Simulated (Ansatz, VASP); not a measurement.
# Si2W in VASP and in Ansatz

```
Si W
1.0
    -1.66855    1.66855    3.54166
     1.66855   -1.66855    3.54166
     1.66855    1.66855   -3.54166
Si W
2 1
Direct
  0.36683 0.36683 0.00000
  0.63317 0.63317 0.00000
  0.00000 0.00000 0.00000
```

Alike in both runs: task single point; functional LDA; k mesh 18 × 18 × 18; occupations gaussian, width 0.15 eV; no spin polarisation.

|  | VASP | Ansatz |
| --- | --- | --- |
| version | VASP 6.6.1 | Ansatz 0.2.0 |
| potentials or method | VASP PAW LDA potentials, release 64 (Si, W_sv), cutoff 520 eV | scalar-relativistic, plane waves, PAW |
| valence electrons in the cell | 22 | 22 |

Ansatz gave:

- gap on the k mesh at the Fermi level (eV): none
- rms of the force components (eV/Å): 5.781

Question: What did VASP give for the same quantities?

Answer: gap on the k mesh at the Fermi level (eV): none; rms of the force components (eV/Å): 5.738.

Ansatz warns that its potentials were made for another functional, while VASP's fit it. LDA's correlation is that of Perdew and Zunger in VASP and of Perdew and Wang (1992) in Ansatz. Atom by atom the forces differ by 0.042 eV/Å (rms over components). A gap of «none» marks a metal or a gap that the smearing closes.

Neither program's run includes spin-orbit coupling.
